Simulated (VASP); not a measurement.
# GaN (F-43m) in VASP: settings compared, part 2 of 2

VASP 6.6.1. Earlier steps stand in the parts before.

## Step 4: Single point, PBEsol

INCAR reads:

```
PREC     = Accurate       # precision mode
ENCUT    = 520            # plane-wave cutoff, eV
EDIFF    = 1E-7           # SCF threshold, eV
ISMEAR   = 0              # smearing method
SIGMA    = 0.02           # smearing width, eV
LREAL    = False          # projectors in reciprocal space
LASPH    = True           # aspherical terms in the spheres
NELM     = 100            # most SCF steps
ALGO     = Normal         # electronic algorithm
ISIF     = 2              # what is computed and relaxed
LWAVE    = False          # write WAVECAR
LCHARG   = True           # write CHGCAR
GGA      = PS             # functional
LELF     = True           # ELF
LVHAR    = True         
NBANDS   = 16             # bands
```

KPOINTS reads:

```
regular mesh
0
Gamma
  10 10 10
```

POSCAR reads:

```
GaN
1.0
    0.0000000000      2.2491150714      2.2491150714
    2.2491150714      0.0000000000      2.2491150714
    2.2491150714      2.2491150714      0.0000000000
Ga N
1 1
Direct
    0.0000000000      0.0000000000      0.0000000000
    0.2500000000      0.2500000000      0.2500000000
```

Potentials or basis: VASP PAW PBE potentials, release 64 (Ga_d, N).

Launch:

```sh
$ cat potpaw_PBE.64/Ga_d/POTCAR potpaw_PBE.64/N/POTCAR > POTCAR
$ mpirun -np 1 vasp_std > vasp.out
```

OUTCAR:

```text
PREC = Accurate
   ENCUT = 520
   EDIFF = 1E-7
   ISMEAR = 0
   LREAL = False
   LASPH = True
   NELM = 100
   ISIF = 2
   GGA = PS

 ion  position               nearest neighbor table
   1  0.000  0.000  0.000-   2 1.95   2 1.95   2 1.95   2 1.95
   2  0.250  0.250  0.250-   1 1.95   1 1.95   1 1.95   1 1.95

  LATTYP: Found a face centered cubic cell.
 ALAT       =     4.4982301428

  Lattice vectors:

 A1 = (   0.0000000000,   2.2491150714,   2.2491150714)
 A2 = (   2.2491150714,   0.0000000000,   2.2491150714)
 A3 = (   2.2491150714,   2.2491150714,   0.0000000000)

Analysis of symmetry for initial positions (statically):
=====================================================================
 Subroutine PRICEL returns:
 Original cell was already a primitive cell.

 Routine SETGRP: Setting up the symmetry group for a
 face centered cubic supercell.

 Subroutine GETGRP returns: Found 24 space group operations
 (whereof 24 operations were pure point group operations)
 out of a pool of 48 trial point group operations.

The static configuration has the point symmetry T_d .

Analysis of symmetry for dynamics (positions and initial velocities):
[... 159 lines left out ...]
 E-fermi :   5.3755     XC(G=0): -11.9334

 val. band max:        5.2131763508   @ k =   0.0000   0.0000   0.0000
 cond. band min:       6.9335472339   @ k =   0.0000   0.0000   0.0000
 fundamental gap:      1.7203708831
 Fermi energy:         5.3754591053

 k-point     1 :       0.0000    0.0000    0.0000
  band No.  band energies     occupation
      1     -10.7692      2.00000
      2      -8.1951      2.00000
      3      -8.1951      2.00000
      4      -8.1951      2.00000
      5      -7.8640      2.00000
      6      -7.8640      2.00000
[... 433 lines left out ...]
      3      -7.9641      2.00000
      4      -7.9633      2.00000
      5      -7.8017      2.00000
      6      -6.9562      2.00000
[... 8 lines left out ...]
     15      27.5013      0.00000
     16      27.6098      0.00000

 [... further k-points ...]

------------------------ aborting loop because EDIFF is reached ----------------------------------------

  FORCE on cell =-STRESS in cart. coord.  units (eV):
  Direction    XX          YY          ZZ          XY          YZ          ZX
  --------------------------------------------------------------------------------------
  -------------------------------------------------------------------------------------
  Total       -0.0333030     -0.0333030     -0.0333030      0.0000000      0.0000000     -0.0000000
  in kB       -2.3449266     -2.3449266     -2.3449266      0.0000000      0.0000000     -0.0000000
  external PRESSURE =      -2.3449266 kB  Pullay stress =       0.0000000 kB

 VOLUME and BASIS-vectors are now :
 -----------------------------------------------------------------------------
  energy-cutoff  :      520.00
  volume of cell :       22.75
      direct lattice vectors                 reciprocal lattice vectors
     0.000000000  2.249115071  2.249115071    -0.222309657  0.222309657  0.222309657
     2.249115071  0.000000000  2.249115071     0.222309657 -0.222309657  0.222309657
     2.249115071  2.249115071  0.000000000     0.222309657  0.222309657 -0.222309657

 POSITION                                       TOTAL-FORCE (eV/Angst)
 -----------------------------------------------------------------------------------
      0.00000      0.00000      0.00000        -0.000000     -0.000000     -0.000000
      1.12456      1.12456      1.12456         0.000000      0.000000      0.000000
 -----------------------------------------------------------------------------------
    total drift:                                0.000001      0.000001      0.000001

  FREE ENERGIE OF THE ION-ELECTRON SYSTEM (eV)
  ---------------------------------------------------
  free  energy   TOTEN  =       -13.1225178891 eV

  energy  without entropy=      -13.1225178891  energy(sigma->0) =      -13.12251789
```

OSZICAR:

```text
N       E                     dE             d eps       ncg     rms          rms(c)
DAV:   1     0.825159529099E+02    0.82516E+02   -0.92493E+03  1632   0.204E+03
DAV:   2    -0.885814688760E+01   -0.91374E+02   -0.85531E+02  1704   0.335E+02
DAV:   3    -0.148686663709E+02   -0.60105E+01   -0.59851E+01  1752   0.715E+01
DAV:   4    -0.149382132416E+02   -0.69547E-01   -0.69537E-01  1912   0.827E+00
DAV:   5    -0.149390606256E+02   -0.84738E-03   -0.84738E-03  1800   0.830E-01    0.722E+00
DAV:   6    -0.131535602893E+02    0.17855E+01   -0.42450E+00  2272   0.394E+01    0.265E+00
DAV:   7    -0.131423802315E+02    0.11180E-01   -0.27060E-01  1608   0.573E+00    0.171E+00
DAV:   8    -0.131258390873E+02    0.16541E-01   -0.52720E-02  1936   0.258E+00    0.709E-01
DAV:   9    -0.131224218641E+02    0.34172E-02   -0.11581E-02  2200   0.227E+00    0.177E-01
DAV:  10    -0.131225593658E+02   -0.13750E-03   -0.11830E-03  1800   0.456E-01    0.925E-02
DAV:  11    -0.131225161179E+02    0.43248E-04   -0.13570E-04  2304   0.182E-01    0.463E-03
DAV:  12    -0.131225179397E+02   -0.18218E-05   -0.13178E-05  1680   0.382E-02    0.330E-03
DAV:  13    -0.131225178891E+02    0.50596E-07   -0.35245E-07  1912   0.104E-02
   1 F= -.13122518E+02 E0= -.13122518E+02  d E =-.862741E-33
```

stdout:

```text
POSCAR found type information on POSCAR GaN
 POSCAR found :  2 types and       2 ions
 scaLAPACK will be used
 -----------------------------------------------------------------------------
|                                                                             |
|                                                                             |
|     You enforced a specific xc type in the INCAR file but a different       |
|     I HOPE YOU KNOW WHAT YOU ARE DOING!                                     |
|                                                                             |
 -----------------------------------------------------------------------------

 LDA part: xc-table for (Slater+PW92), standard interpolation
 POSCAR, INCAR and KPOINTS ok, starting setup
 FFT: planning ... GRIDC
 FFT: planning ... GRID_SOFT
 FFT: planning ... GRID
 WAVECAR not read
 entering main loop
```

It took 27 s on 1 thread of Intel Xeon 8259CL, shared host; peak memory 0.12 GiB.

Results:

```
Free energy            : -13.1225 eV
Pressure               : -0.2 GPa
Band gap on the k mesh : 1.72 eV, direct
```

Caveat: the PAW data sets were made with another functional, which shifts forces and pressure a little. As with any semilocal functional, this PBEsol gap is likely too small.

## Step 5: Single point, LDA

INCAR reads:

```
PREC = Accurate ; ENCUT = 600
EDIFF = 1E-6 ; ISMEAR = 0
SIGMA = 0.02 ; LREAL = F
LASPH = T ; NELM = 120
ALGO = Normal ; ISIF = 2
LWAVE = F ; LCHARG = F
NBANDS = 16 ; GGA_COMPAT = F
```

KPOINTS is that of step 4.

POSCAR reads:

```
GaN
1.0
    0.0000000000      2.2491150715      2.2491150715
    2.2491150715      0.0000000000      2.2491150715
    2.2491150715      2.2491150715      0.0000000000
Ga N
1 1
Direct
    0.0000000000      0.0000000000      0.0000000000
    0.2500000000      0.2500000000      0.2500000000
```

Potentials or basis: VASP PAW LDA potentials, release 64 (Ga_d, N).

Launch:

```sh
$ cat potpaw_LDA.64/Ga_d/POTCAR potpaw_LDA.64/N/POTCAR > POTCAR
$ mpirun -np 1 vasp_std > vasp.out
```

Run time: 13 s. Hardware: 1 thread of AMD EPYC 9R45 (Zen 5), shared host; peak memory 0.12 GiB.

The run converged. Its results:

```yaml
Free_energy: -13.9374 eV
Pressure: -4.5 GPa
Band_gap_on_the_k_mesh: 1.79 eV, direct
```

Levels at points of the mesh, in eV from the valence-band top:
| k point | band 7 | band 8 | band 9 | band 10 | band 11 | band 12 |
| --- | --- | --- | --- | --- | --- | --- |
| (0.00, 0.00, 0.00) | 0.00 | 0.00 | 0.00 | 1.79 | 10.15 | 10.15 |
| (0.50, 0.00, 0.00) | -7.16 | -0.99 | -0.99 | 4.58 | 8.63 | 10.23 |
| (0.50, 0.50, 0.00) | -6.23 | -2.75 | -2.75 | 3.25 | 6.52 | 11.54 |

Expect the measured gap to be larger: semilocal functionals such as LDA lack the derivative discontinuity.

## Step 6: Overview

```csv
level,potentials or basis,k mesh,cutoff (eV),gap on the mesh (eV),pressure (GPa)
PBEsol,"VASP PAW PBE potentials, release 64 (Ga_d, N)",10 × 10 × 10,520,1.72,-0.2
PBEsol,"VASP PAW PBE potentials, release 64 (Ga_d, N)",6 × 6 × 6,520,1.72,-0.3
LDA,"VASP PAW LDA potentials, release 64 (Ga_d, N)",10 × 10 × 10,600,1.79,-4.5
```

Alike in all rows: task single point; no spin polarisation; cell as given; smearing gaussian 0.02 eV.

Caveats: the PAW data sets were made with another functional, which shifts forces and pressure a little (some runs).

Absolute energies hang on the potentials; compare differences alone.
